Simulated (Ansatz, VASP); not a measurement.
# Two plane-wave programs on Ti

Contents of INCAR:

```
PREC     = Accurate       # precision mode
ENCUT    = 520            # plane-wave cutoff, eV
EDIFF    = 1E-8           # SCF threshold, eV
ISMEAR   = -1             # smearing method
SIGMA    = 0.05           # smearing width, eV
LREAL    = False          # projectors in reciprocal space
LASPH    = True           # aspherical terms in the spheres
NELM     = 80             # most SCF steps
ALGO     = Normal         # electronic algorithm
ISIF     = 2              # what is computed and relaxed
LWAVE    = False          # write WAVECAR
LCHARG   = False          # write CHGCAR
LEFG     = True         
NBANDS   = 12             # bands
```

Contents of KPOINTS:

```
Automatic mesh
0
Gamma
  14 14 14
```

The input POSCAR:

```
Ti
1.0
    0.0000000000      2.0503000000      2.0300000000
    2.0503000000      0.0000000000      2.0300000000
    2.0503000000      2.0503000000      0.0000000000
Ti
1
Direct
    0.0000000000      0.0000000000      0.0000000000
```

Input for Ansatz:

```yaml
crystal:
  lattice:
    - [0.0, 2.0503, 2.03]
    - [2.0503, 0.0, 2.03]
    - [2.0503, 2.0503, 0.0]
  atoms:
    - { symbol: Ti, position: [0.0, 0.0, 0.0] }
kpoints:
  mp_grid: { grid: [14, 14, 14] }
scf:
  occupations: { method: fermi_dirac, width: 0.05 }
hamiltonian:
  xc: lda
  pseudopotentials: { kind: paw }
output:
  forces: true
  stress: true
  eigenvalues: true
  efg: { contact_densities: true }
```

Change from the starting cell: equal xx and yy strain of +1 %, PAW files.

Alike in both runs: task electric field gradients; functional LDA; k mesh 14 × 14 × 14; occupations fermi-dirac, width 0.05 eV; no spin polarisation.

```csv
,VASP,Ansatz
version,VASP 6.6.1,Ansatz 0.2.0
potentials or method,"VASP PAW LDA potentials, release 64 (Ti_sv)","PAW with Ansatz's default frozen-core files, scalar-relativistic"
plane-wave cutoff (eV),520,420
valence electrons in the cell,12,12
```

Ansatz gave:

| Property | Result |
| --- | --- |
| pressure (GPa) | -6.9 |
| traceless stress, the component that is largest in VASP (GPa) | 0.17 |
| size of Vzz on the site where it differs most (V/Å²) | 1.1 |

Question: Estimate VASP's values.

Answer: Pressure (GPa): -7.0; traceless stress, the component that is largest in VASP (GPa): 0.17; size of Vzz on the site where it differs most (V/Å²): 1.0.

LDA's correlation is that of Perdew and Zunger in VASP and of Perdew and Wang (1992) in Ansatz.
